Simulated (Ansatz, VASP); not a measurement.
**Two plane-wave programs on Ge**

Contents of POSCAR:

```
Ge
1.0
    0.0000000000      2.8368735121      2.8368735121
    2.8368735121      0.0000000000      2.8368735121
    2.8368735121      2.8368735121      0.0000000000
Ge
2
Direct
    0.0000000000      0.0000000000      0.0000000000
    0.2500000000      0.2500000000      0.2500000000
```

INCAR.step1

```
PREC = Accurate ; ENCUT = 520
EDIFF = 1E-5 ; ISMEAR = -1
SIGMA = 0.02 ; LREAL = False
LASPH = True ; NELM = 60
ALGO = Normal ; ISIF = 2
LWAVE = True ; LCHARG = False
NBANDS = 21 ; GGA = PE
```

Contents of INCAR.step2:

```
PREC = Accurate ; ENCUT = 520
EDIFF = 1E-6 ; ISMEAR = -1
SIGMA = 0.02 ; LREAL = False
LASPH = True ; NELM = 60
ALGO = Normal ; ISIF = 2
LWAVE = False ; LCHARG = False
GGA = PE ; LHFCALC = True
AEXX = 0.2 ; PRECFOCK = Normal
NBANDS = 21 ; ISTART = 1
```

Contents of KPOINTS:

```
Automatic mesh
0
Gamma
  4 4 4
```

Input for Ansatz:

```yaml
crystal:
  lattice:
    - [0.0, 2.8368735121, 2.8368735121]
    - [2.8368735121, 0.0, 2.8368735121]
    - [2.8368735121, 2.8368735121, 0.0]
  atoms:
    - { symbol: Ge, position: [0.0, 0.0, 0.0] }
    - { symbol: Ge, position: [0.25, 0.25, 0.25] }
kpoints:
  mp_grid: { grid: [4, 4, 4] }
hamiltonian:
  xc: { exchange: pbe, correlation: pbe, exx: { coeff: 0.2 } }
scf:
  occupations: { method: fermi_dirac, width: 0.02 }
  n_extra_bands: 4
output:
  forces: true
  stress: true
  eigenvalues: true
```

Alike in both runs: task single point; functional PBE-based global hybrid; k mesh 4 × 4 × 4; occupations fermi-dirac, width 0.02 eV; no spin polarisation.

```csv
,VASP,Ansatz
version,VASP 6.6.1,Ansatz 0.2.0
potentials or method,"VASP PAW PBE potentials, release 64 (Ge_d)",plane waves
plane-wave cutoff (eV),520,420
valence electrons in the cell,28,28
```

Ansatz gave:

- gap on the k mesh at the Fermi level (eV): 1.18
- pressure (GPa): 0.8

Q: Estimate VASP's values.

A: gap on the k mesh at the Fermi level (eV): 1.25; pressure (GPa): 0.8.

VASP's potentials were made for PBE, not for PBE-based global hybrid. Ansatz's warnings: stress exchange threshold loose, stress scf threshold loose.

The k mesh is coarse, so the values compare programs but aren't converged.
